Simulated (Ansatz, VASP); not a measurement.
# Two plane-wave programs on SiB4N

```
Si B N
1.0
     3.87242    0.00000    0.00000
     0.00000    3.87242    0.00000
     0.00000    0.00000    5.49984
Si B N
1 4 1
Direct
  0.50000 0.50000 0.50000
  0.50000 0.50000 0.85758
  0.50000 0.50000 0.14242
  0.50000 0.00000 0.50000
  0.00000 0.50000 0.50000
  0.00000 0.00000 0.00000
```

Change from the starting cell: species swapped into the RbAlF4 type (P4/mmm, No. 123).

Alike in both runs: functional PBE; k mesh 6 × 6 × 4; occupations gaussian, width 0.1 eV; no spin polarisation.

Ansatz relaxed the structure, and its values are those at the end. VASP's run is a single point on that final structure, the one shown.

```csv
,VASP,Ansatz
version,VASP 6.6.1,Ansatz 0.2.0
potentials or method,"VASP PAW PBE potentials, release 64 (Si, B, N), cutoff 520 eV","scalar-relativistic, plane waves, PAW"
valence electrons in the cell,21,21
```

|  | VASP | Ansatz | Ansatz less VASP |
| --- | --- | --- | --- |
| gap on the k mesh at the Fermi level (eV) | none | none | - |
| pressure (GPa) | -0.1 | 0.1 | +0.12 |

A gap of «none» marks a metal or a gap that the smearing closes.
